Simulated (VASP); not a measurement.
Cu3N, 4 atoms in the cell. The structure is cubic, space group Pm-3m (No. 221). Conventional cell: a = 3.789 Å, b = 3.789 Å, c = 3.789 Å, α = 90.00°, β = 90.00°, γ = 90.00°. Cu (site symmetry 4/mmm) has 2 N at 1.89 Å within 2.5 Å. Within 2.5 Å of N (site symmetry m-3m) lie 6 Cu at 1.89 Å. 

```yaml
Program: VASP 6.6.1
Task: single point
Functional: PBE
Potentials_or_basis: VASP PAW PBE potentials, release 64 (Cu, N)
Cutoff: 600 eV
k_mesh: 6 × 6 × 6
Occupations: fermi-dirac, width 0.02 eV
Spin: no spin polarisation
Dipole_correction: no
Further_INCAR_settings: ALGO = Normal; EDIFF = 1e-06; NBANDS = 27
```

Potentials or basis: VASP PAW PBE potentials, release 64 (Cu, N).

The run is started by

```sh
$ cat potpaw_PBE.64/Cu/POTCAR potpaw_PBE.64/N/POTCAR > POTCAR
$ mpirun -np 1 vasp_std > vasp.out
```

Hardware: 1 thread of AMD EPYC 9R45 96-Core Processor (Zen 5), with other jobs on the host.

Question: Estimate the wall time of this run.

Answer: Run time: 17 s on 1 thread of AMD EPYC 9R45 96-Core Processor (Zen 5) (shared host), peak memory 0.15 GiB. Counts: scf iterations 14, k points 20.
